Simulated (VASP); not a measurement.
Wanted: the native input for a VASP 6.6.1 run.

| Quantity | Value |
| --- | --- |
| Task | single point |
| Functional | PBE |
| Potentials or basis | VASP PAW PBE potentials, release 64 (Cd) |
| Cutoff | 520 eV |
| k mesh | 18 × 18 × 18 |
| Occupations | gaussian, width 0.15 eV |
| Spin | no spin polarisation |
| Dipole correction | no |
| Further INCAR settings | ALGO = Fast; EDIFF = 1e-06; NBANDS = 12 |

The structure of Cd lies in POSCAR:

```
Cd
1.0
    0.0000000000      2.2541534960      2.2541534960
    2.2541534960      0.0000000000      2.2541534960
    2.2541534960      2.2541534960      0.0000000000
Cd
1
Direct
    0.0000000000      0.0000000000      0.0000000000
```

The input as run:

INCAR

```
ALGO     = Fast           # electronic algorithm
EDIFF    = 1E-6           # SCF threshold, eV
ENCUT    = 520            # plane-wave cutoff, eV
GGA      = PE             # functional
ISIF     = 2              # what is computed and relaxed
ISMEAR   = 0              # smearing method
LASPH    = True           # aspherical terms in the spheres
LCHARG   = False          # write CHGCAR
LREAL    = False          # projectors in reciprocal space
LWAVE    = False          # write WAVECAR
NBANDS   = 12             # bands
NELM     = 60             # most SCF steps
PREC     = Accurate       # precision mode
SIGMA    = 0.15           # smearing width, eV
```

KPOINTS

```
k-points
0
Gamma
  18 18 18
```

Potentials or basis: VASP PAW PBE potentials, release 64 (Cd).

Command:

```sh
$ cat potpaw_PBE.64/Cd/POTCAR > POTCAR
$ mpirun -np 1 vasp_std > vasp.out
```

Results of the run:

- Pressure: 0.2 GPa
- Band gap on the k mesh: zero (band 6 reaches 4.03 eV, above the bottom of band 7 at 1.10 eV)

It took 55 s on 1 thread of Intel Xeon 6975P-C (shared host), peak memory 0.17 GiB.
